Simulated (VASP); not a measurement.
The system is Ag.

```
Ag
1.0
    -1.69317    1.69317    1.69317
     1.69317   -1.69317    1.69317
     1.69317    1.69317   -1.69317
Ag
1
Direct
  0.00000 0.00000 0.00000
```

This isn't the form of Ag at room conditions, which is fcc.

* Program: VASP 6.6.1
* Task: relaxation of cell and atoms
* Functional: PBEsol
* Potentials or basis: VASP PAW PBE potentials, release 64 (Ag)
* Cutoff: 500 eV
* k mesh: 8 × 8 × 8
* Occupations: gaussian, width 0.1 eV
* Spin: no spin polarisation

At the start: pressure -10.8 GPa; volume 19.42 Å³/atom.

Problem. How do energy, volume and symmetry change on relaxing?

Solution. Over 3 steps the energy falls by 109.3 meV/atom and the volume is 16.73 Å³/atom (-13.8 %); space group Im-3m (No. 229, to 0.1 Å) before and after.

The path:
| step | energy change (eV) | largest force (eV/Å) | pressure (GPa) | volume (Å³) |
| --- | --- | --- | --- | --- |
| 1 | 0.0000 | 0.0000 | -10.78 | 19.42 |
| 2 | -0.0952 | 0.0000 | 6.27 | 15.97 |
| 3 | -0.1093 | 0.0000 | 0.01 | 16.73 |

Final structure:
```xyz
1
Lattice="-1.6113 1.6113 1.6113 1.6113 -1.6113 1.6113 1.6113 1.6113 -1.6113" Properties=species:S:1:pos:R:3 pbc="T T T"
Ag    0.0000    0.0000    0.0000
```

Caveat: the PAW data sets were made with another functional, which shifts forces and pressure a little.
